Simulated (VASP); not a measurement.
Input of a VASP 6.6.1 run:

Contents of INCAR:

```
SYSTEM = ZnS
PREC     = Accurate       ! precision mode
ENCUT    = 520            ! plane-wave cutoff, eV
EDIFF    = 1E-6           ! SCF threshold, eV
ISMEAR   = -1             ! smearing method
SIGMA    = 0.08           ! smearing width, eV
LREAL    = .FALSE.        ! projectors in reciprocal space
LASPH    = .TRUE.         ! aspherical terms in the spheres
NELM     = 100            ! most SCF steps
ALGO     = Normal         ! electronic algorithm
ISIF     = 2              ! what is computed and relaxed
LWAVE    = .FALSE.        ! write WAVECAR
LCHARG   = .TRUE.         ! write CHGCAR
GGA      = PE             ! functional
LELF     = .TRUE.         ! ELF
LVHAR    = .TRUE.       
NBANDS   = 16             ! bands
```

Contents of KPOINTS:

```
regular mesh
0
G
  14 14 14
  0 0 0
```

POSCAR

```
ZnS
1.0
    0.0000000000      2.3455601288      2.3455601288
    2.3455601288      0.0000000000      2.3455601288
    2.3455601288      2.3455601288      0.0000000000
Zn S
1 1
Direct
    0.0000000000      0.0000000000      0.0000000000
    0.2500000000      0.2500000000      0.2500000000
```

Potentials or basis: VASP PAW PBE potentials, release 64 (Zn, S).

The run is started by

```console
$ cat potpaw_PBE.64/Zn/POTCAR potpaw_PBE.64/S/POTCAR > POTCAR
$ mpirun -np 1 vasp_std > vasp.out
```

(1) Estimate the band gap on the k mesh.

(2) Predict the pressure.

Answers

(1) 2.13 eV (least direct gap 4.15 eV).

(2) 83.7 GPa.

Caveat: the cell stands under pressure.
